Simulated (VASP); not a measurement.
# WS2 (R3m) in VASP: electric field gradients with LDA

Aim: the electric field gradients of WS2 with LDA.

All numbers are computed with VASP 6.6.1; they aren't measurements. Logs are shortened: lines on timing, memory, paths and dates and some standing lists are left out, and cuts for length are marked.

### 1 The cell of the first run

Symmetry: R3m, No. 160, trigonal system. The conventional cell has a = 3.130 Å, b = 3.130 Å, c = 18.174 Å, α = 90.00°, β = 90.00°, γ = 120.00°. Within 3.2 Å of W (site symmetry 3m) lie 6 S at 2.39 Å and 6 W at 3.13 Å. S (site symmetry 3m) has 3 W at 2.39 Å and 7 S at 3.12 to 3.13 Å within 3.2 Å. S (site symmetry 3m) has 3 W at 2.39 Å and 7 S at 3.12 to 3.13 Å within 3.2 Å.

### 2 Electric field gradients, LDA

The input, INCAR:

```
SYSTEM = WS2
  ALGO = Normal
  EDIFF = 1E-8
  ENCUT = 520
  ISIF = 2
  ISMEAR = 0
  LASPH = .TRUE.
  LCHARG = .FALSE.
  LEFG = .TRUE.
  LREAL = .FALSE.
  LWAVE = .FALSE.
  NBANDS = 20
  NELM = 100
  PREC = Accurate
  SIGMA = 0.01
```

The input, KPOINTS:

```
k-points
0
G
  12 12 12
  0 0 0
```

The input, POSCAR:

```
WS2
1.0
    1.5650166889      0.9035628067      6.0578742266
   -1.5650166889      0.9035628067      6.0578742266
    0.0000000000     -1.8071256131      6.0578742266
W S
1 2
Direct
    0.0006584952      0.0006584952      0.0006584952
    0.2481750080      0.2481750080      0.2481750080
    0.4198664967      0.4198664967      0.4198664967
```

Potentials or basis: VASP PAW LDA potentials, release 64 (W_sv, S).

Started as:

```bash
> cat potpaw_LDA.64/W_sv/POTCAR potpaw_LDA.64/S/POTCAR > POTCAR
> mpirun -np 1 vasp_std > vasp.out
```

OUTCAR:

```text
SYSTEM = WS2
   EDIFF = 1E-8
   ENCUT = 520
   ISIF = 2
   ISMEAR = 0
   LASPH = .TRUE.
   LREAL = .FALSE.
   NELM = 100
   PREC = Accurate

 ion  position               nearest neighbor table
   1  0.001  0.001  0.001-   2 2.39   2 2.39   2 2.39   3 2.39   3 2.39   3 2.39
   2  0.248  0.248  0.248-   1 2.39   1 2.39   1 2.39
   3  0.420  0.420  0.420-   1 2.39   1 2.39   1 2.39

  LATTYP: Found a trigonal (rhomboedric) cell.
 ALAT       =     6.3216724945
 COS(alpha) =     0.8774244201

  Lattice vectors:

 A1 = (   1.5650166889,   0.9035628067,   6.0578742266)
 A2 = (  -1.5650166889,   0.9035628067,   6.0578742266)
 A3 = (   0.0000000000,  -1.8071256131,   6.0578742266)

Analysis of symmetry for initial positions (statically):
=====================================================================
 Subroutine PRICEL returns:
 Original cell was already a primitive cell.

 Routine SETGRP: Setting up the symmetry group for a
 trigonal (rhombohedral) supercell.

 Subroutine GETGRP returns: Found  6 space group operations
 (whereof  6 operations were pure point group operations)
 out of a pool of 12 trial point group operations.

The static configuration has the point symmetry C_3v.

Analysis of symmetry for dynamics (positions and initial velocities):
=====================================================================
 Subroutine PRICEL returns:
 Original cell was already a primitive cell.

 Routine SETGRP: Setting up the symmetry group for a
 trigonal (rhombohedral) supercell.

 Subroutine GETGRP returns: Found  6 space group operations
 (whereof  6 operations were pure point group operations)
 out of a pool of 12 trial point group operations.

The dynamic configuration has the point symmetry C_3v.

 Subroutine INISYM returns: Found  6 space group operations
 (whereof  6 operations are pure point group operations),
 and found     1 'primitive' translations

----------------------------------------------------------------------------------------

                                     Primitive cell

  volume of cell :      51.3983

  direct lattice vectors                    reciprocal lattice vectors
     1.565016689  0.903562807  6.057874227     0.319485411  0.184454988  0.055024803
    -1.565016689  0.903562807  6.057874227    -0.319485411  0.184454988  0.055024803
     0.000000000 -1.807125613  6.057874227     0.000000000 -0.368909976  0.055024803

  length of vectors
     6.321672494  6.321672494  6.321672494     0.372991018  0.372991018  0.372991018

  position of ions in fractional coordinates (direct lattice)
     0.000658495  0.000658495  0.000658495
     0.248175008  0.248175008  0.248175008
     0.419866497  0.419866497  0.419866497

  ion indices of the primitive-cell ions
   primitive index   ion index
                 1           1
                 2           2
                 3           3

----------------------------------------------------------------------------------------

 KPOINTS: k-points

Automatic generation of k-mesh.
 Grid dimensions read from file:
 generate k-points for:   12   12   12

 Generating k-lattice:

  Cartesian coordinates                     Fractional coordinates (reciprocal lattice)
     0.026623784  0.015371249  0.004585400     0.083333333  0.000000000  0.000000000
    -0.026623784  0.015371249  0.004585400     0.000000000  0.083333333  0.000000000
     0.000000000 -0.030742498  0.004585400     0.000000000  0.000000000  0.083333333

  Length of vectors
     0.031082585  0.031082585  0.031082585

  Shift w.r.t. Gamma in fractional coordinates (k-lattice)
     0.000000000  0.000000000  0.000000000

 Subroutine IBZKPT returns following result:
 ===========================================

 Found    189 irreducible k-points:

 Following reciprocal coordinates:
            Coordinates               Weight
  0.000000  0.000000  0.000000      1.000000
  0.083333  0.000000  0.000000      6.000000
  0.166667  0.000000 -0.000000      6.000000
  0.250000  0.000000  0.000000      6.000000
  0.333333  0.000000  0.000000      6.000000
  0.416667  0.000000  0.000000      6.000000
[... 16 lines left out ...]
  0.500000  0.166667 -0.000000     12.000000
 -0.416667  0.166667  0.000000     12.000000
 [... further k-points ...]
   k-points           NKPTS =    189   k-points in BZ     NKDIM =    189   number of bands    NBANDS=     20
   number of dos      NEDOS =    301   number of ions     NIONS =      3
   total plane-waves  NPLWV = 110592
   dimension x,y,z NGX =    48 NGY =   48 NGZ =   48
   dimension x,y,z NGXF=    96 NGYF=   96 NGZF=   96
   ions per type =               1   2
   NGX,Y,Z   is equivalent  to a cutoff of  12.62, 12.62, 12.62 a.u.
   NGXF,Y,Z  is equivalent  to a cutoff of  25.25, 25.25, 25.25 a.u.
 SYSTEM =  WS2
   PREC   = accura    normal or accurate (medium, high low for compatibility)
   ISTART =      0    job   : 0-new  1-cont  2-samecut
   ICHARG =      2    charge: 1-file 2-atom 10-const
   ISPIN  =      1    spin polarized calculation?
   LNONCOLLINEAR =      F non collinear calculations
   LSORBIT =      F    spin-orbit coupling
   LASPH  =      T    aspherical Exc in radial PAW
   ENCUT  =  520.0 eV  38.22 Ry    6.18 a.u.  11.75 11.75 11.75*2*pi/ulx,y,z
   NELM   =    100;   NELMIN=  2; NELMDL= -5     # of ELM steps
   EDIFF  = 0.1E-07   stopping-criterion for ELM
   LREAL  =      F    real-space projection
   EDIFFG = 0.1E-06   stopping-criterion for IOM
   NSW    =      0    number of steps for IOM
   IBRION =     -1    ionic relax: 0-MD 1-quasi-New 2-CG
   NFREE  =      0    steps in history (QN), initial steepest desc. (CG)
   ISIF   =      2    stress and relaxation
   ISYM   =      2    0-nonsym 1-usesym 2-fastsym
   POTIM  = 0.5000    time-step for ionic-motion
   TEBEG  =    0.0;   TEEND  =   0.0 temperature during run
   PSTRESS=    0.0 pullay stress
   NELECT =      26.0000    total number of electrons
   NUPDOWN=      -1.0000    fix difference up-down
   EMIN   =  10.00;   EMAX   =-10.00  energy-range for DOS
   EFERMI =   0.00;   METHOD = LEGACY
   ISMEAR =     0;   SIGMA  =   0.01  broadening in eV -4-tet -1-fermi 0-gaus
   EFERMI_NEDOS =   21; number of points for ismear=-14 and -15
   IALGO  =     38    algorithm
   IMIX   =      4    mixing-type and parameters
     AMIX     =   0.40;   BMIX     =  1.00
     AMIX_MAG =   1.60;   BMIX_MAG =  1.00
  volume/ion in A,a.u.               =      17.13       115.62
  Fermi-wavevector in a.u.,A,eV,Ry     =   1.304417  2.464990 23.150352  1.701503
  Thomas-Fermi vector in A             =   2.435354
   LORBIT       =      0    0 simple, 1 ext, 2 COOP (PROOUT), +10 PAW based schemes
   GGA     = CA    functional components
   LHFCALC =     F    Hartree Fock is set to
   AEXX    =    0.0000 exact exchange contribution
   IVDW    =     0    specifies the selected vdW correction
   LEPSILON=     F    determine dielectric tensor
   LRPA    =     F    only Hartree local field effects (RPA)
 non-spin polarized calculation
 Gauss-broadening in eV      SIGMA  =   0.01
  energy-cutoff  :      520.00
  volume of cell :       51.40
 maximum number of plane-waves:      1403
   NGX = 23   NGY = 23   NGZ = 23

 number of electron      26.0000000 magnetization

 Free energy of the ion-electron system (eV)
  ---------------------------------------------------
  ext. energy  EPLUGINS =         0.00000000
  ---------------------------------------------------
  free energy    TOTEN  =       -26.25864203 eV

  energy without entropy =      -26.25864203  energy(sigma->0) =      -26.25864203

 E-fermi :   8.0511     XC(G=0): -11.4312

 val. band max:        7.8458883725   @ k =   0.5000   0.5000   0.5000
 cond. band min:       8.7318281709   @ k =  -0.1667   0.1667   0.0000
 fundamental gap:      0.8859397985
 Fermi energy:         8.0510871010

 k-point     1 :       0.0000    0.0000    0.0000
  band No.  band energies     occupation
      1     -66.3536      2.00000
      2     -30.9163      2.00000
      3     -30.6964      2.00000
      4     -30.6964      2.00000
      5      -7.9668      2.00000
      6      -5.8331      2.00000
[... 12 lines left out ...]
     19      15.6160      0.00000
[... 513 lines left out ...]
      4     -30.8348      2.00000
      5      -5.3801      2.00000
      6      -5.1670      2.00000
[... 12 lines left out ...]
     19      16.0235      0.00000
     20      16.1647      0.00000

 [... further k-points ...]

------------------------ aborting loop because EDIFF is reached ----------------------------------------

  FORCE on cell =-STRESS in cart. coord.  units (eV):
  Direction    XX          YY          ZZ          XY          YZ          ZX
  --------------------------------------------------------------------------------------
  -------------------------------------------------------------------------------------
  Total        0.1309557      0.1309557      0.1317107      0.0000000      0.0000000      0.0000000
  in kB        4.0821241      4.0821241      4.1056598      0.0000000      0.0000000      0.0000000
  external PRESSURE =       4.0899693 kB  Pullay stress =       0.0000000 kB

 VOLUME and BASIS-vectors are now :
 -----------------------------------------------------------------------------
  energy-cutoff  :      520.00
  volume of cell :       51.40
      direct lattice vectors                 reciprocal lattice vectors
     1.565016689  0.903562807  6.057874227     0.319485411  0.184454988  0.055024803
    -1.565016689  0.903562807  6.057874227    -0.319485411  0.184454988  0.055024803
     0.000000000 -1.807125613  6.057874227     0.000000000 -0.368909976  0.055024803

 POSITION                                       TOTAL-FORCE (eV/Angst)
 -----------------------------------------------------------------------------------
      0.00000      0.00000      0.01197         0.000000      0.000000      0.000175
      0.00000      0.00000      4.51024         0.000000     -0.000000     -0.048030
      0.00000      0.00000      7.63050         0.000000      0.000000      0.047855
 -----------------------------------------------------------------------------------
    total drift:                               -0.000000     -0.000000      0.000035

  FREE ENERGIE OF THE ION-ELECTRON SYSTEM (eV)
  ---------------------------------------------------
  free  energy   TOTEN  =       -26.2586420315 eV

  energy  without entropy=      -26.2586420315  energy(sigma->0) =      -26.25864203

 Electric field gradients (V/A^2)
---------------------------------------------------------------------
 ion       V_xx      V_yy      V_zz      V_xy      V_xz      V_yz
---------------------------------------------------------------------
   1      80.054    80.054  -160.109    -0.000    -0.000    -0.000
   2      23.507    23.507   -47.014    -0.000     0.000    -0.000
   3      22.267    22.267   -44.534    -0.000    -0.000    -0.000
---------------------------------------------------------------------

 Electric field gradients after diagonalization (V/A^2)
 (convention: |V_zz| > |V_xx| > |V_yy|)
----------------------------------------------------------------------
 ion       V_xx      V_yy      V_zz     asymmetry (V_yy - V_xx)/ V_zz
----------------------------------------------------------------------
   1      80.054    80.054  -160.109       0.000
   2      23.507    23.507   -47.014       0.000
   3      22.267    22.267   -44.534       0.000
----------------------------------------------------------------------

           NMR quadrupolar parameters

 Cq : quadrupolar parameter    Cq=e*Q*V_zz/h
 eta: asymmetry parameters     (V_yy - V_xx)/ V_zz
 Q  : nuclear electric quadrupole moment in mb (millibarn)
----------------------------------------------------------------------
 ion       Cq(MHz)       eta       Q (mb)
----------------------------------------------------------------------
   1      -0.387       0.000       1.000
   2      -0.114       0.000       1.000
   3      -0.108       0.000       1.000
----------------------------------------------------------------------
```

Run time: 3.4 min. Hardware: 1 thread of Intel Xeon 6975P-C (Granite Rapids), shared host; peak memory 0.38 GiB.

Results:

- Free energy: -26.2586 eV
- Pressure: 0.4 GPa
- Largest force: 0.048 eV/Å
- Band gap on the k mesh: 0.89 eV (least direct gap 1.98 eV)
- Largest electric field gradient by atom: W -160.1; S -47.0, -44.5 V/Å²

Forces on the atoms (eV/Å):
```
W    0.000  0.000  0.000
S    0.000  0.000 -0.048
S    0.000  0.000  0.048
```

Levels at points of the mesh, in eV from the valence-band top:
| k point | band 9 | band 10 | band 11 | band 12 | band 13 | band 14 | band 15 | band 16 | band 17 | band 18 |
| --- | --- | --- | --- | --- | --- | --- | --- | --- | --- | --- |
| (0.00, 0.00, 0.00) | -3.62 | -2.35 | -2.35 | -1.47 | -1.43 | 2.20 | 2.20 | 2.55 | 2.55 | 4.77 |
| (0.50, 0.00, 0.00) | -5.47 | -4.28 | -2.63 | -1.82 | -1.79 | 2.32 | 2.54 | 3.61 | 3.84 | 4.43 |
| (0.50, 0.50, 0.00) | -5.12 | -4.18 | -3.32 | -2.04 | -1.61 | 2.27 | 2.72 | 3.15 | 4.45 | 4.97 |
| (0.50, 0.50, 0.50) | -3.64 | -3.64 | -2.31 | -2.31 | 0.00 | 2.30 | 2.30 | 2.39 | 2.39 | 4.96 |

Electric field gradients, principal values (V/Å²):
| atom | least | middle | greatest (by size) |
| --- | --- | --- | --- |
| 1 W | 80.054 | 80.054 | -160.109 |
| 2 S | 23.507 | 23.507 | -47.014 |
| 3 S | 22.267 | 22.267 | -44.534 |

Caveat: without QUAD_EFG the Cq values of the log hold for a quadrupole moment of 1 mb, not for the nuclei; spin-orbit coupling is left out, which moves the levels of the heavy elements. A k mesh can miss the band edges.
